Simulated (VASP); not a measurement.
Set up this calculation in VASP 6.6.1, as the native input.

```yaml
Task: single point
Functional: r2SCAN
Potentials_or_basis: VASP PAW PBE potentials, release 64 (Ba_sv, S)
Cutoff: 550 eV
k_mesh: 6 × 6 × 6
Occupations: gaussian, width 0.1 eV
Spin: no spin polarisation
Dipole_correction: no
Further_INCAR_settings: ALGO = Normal; EDIFF = 1e-06; NBANDS = 15
```

BaS:

```xyz
2
Lattice="0.0000 3.2257 3.2257 3.2257 0.0000 3.2257 3.2257 3.2257 0.0000" Properties=species:S:1:pos:R:3 pbc="T T T"
Ba    0.0000    0.0000    0.0000
S     3.2257    3.2257    3.2257
```

These files were run (other wordings do the same):

POSCAR

```
BaS
1.0
    0.0000000000      3.2256756200      3.2256756200
    3.2256756200      0.0000000000      3.2256756200
    3.2256756200      3.2256756200      0.0000000000
Ba S
1 1
Direct
    0.0000000000      0.0000000000      0.0000000000
    0.5000000000      0.5000000000      0.5000000000
```

INCAR.step1

```
ALGO     = Normal         # electronic algorithm
EDIFF    = 1E-5           # SCF threshold, eV
ENCUT    = 550            # plane-wave cutoff, eV
GGA      = PE             # functional
GGA_COMPAT= F            
ISMEAR   = 0              # smearing method
LASPH    = T              # aspherical terms in the spheres
LCHARG   = F              # write CHGCAR
LREAL    = F              # projectors in reciprocal space
LWAVE    = T              # write WAVECAR
NBANDS   = 15             # bands
NELM     = 120            # most SCF steps
PREC     = Accurate       # precision mode
SIGMA    = 0.1            # smearing width, eV
```

INCAR.step2

```
ALGO     = Normal         # electronic algorithm
EDIFF    = 1E-6           # SCF threshold, eV
ENCUT    = 550            # plane-wave cutoff, eV
GGA_COMPAT= F            
ISIF     = 2              # what is computed and relaxed
ISMEAR   = 0              # smearing method
ISTART   = 1            
LASPH    = T              # aspherical terms in the spheres
LCHARG   = T              # write CHGCAR
LELF     = T              # ELF
LMIXTAU  = T            
LREAL    = F              # projectors in reciprocal space
LVHAR    = T            
LWAVE    = F              # write WAVECAR
METAGGA  = R2SCAN         # meta-GGA
NBANDS   = 15             # bands
NELM     = 120            # most SCF steps
PREC     = Accurate       # precision mode
SIGMA    = 0.1            # smearing width, eV
```

KPOINTS

```
k-points
0
Gamma
  6 6 6
```

Potentials or basis: VASP PAW PBE potentials, release 64 (Ba_sv, S).

The run is started by

```sh
$ cat potpaw_PBE.64/Ba_sv/POTCAR potpaw_PBE.64/S/POTCAR > POTCAR
$ cp INCAR.step1 INCAR
$ mpirun -np 1 vasp_std > vasp.out
$ cp INCAR.step2 INCAR
$ mpirun -np 1 vasp_std > vasp.out
```

Results of the run:

The pressure is 0.0 GPa and the band gap on the k mesh is 2.51 eV (least direct gap 2.66 eV).

Caveat: the PAW data sets were made with another functional, which shifts forces and pressure a little; spin-orbit coupling is left out, which moves the levels of the heavy elements.

Wall time 51 s on 1 thread of AMD EPYC 9R45 96-Core Processor (Zen 5), on a shared host, peak memory 0.19 GiB.
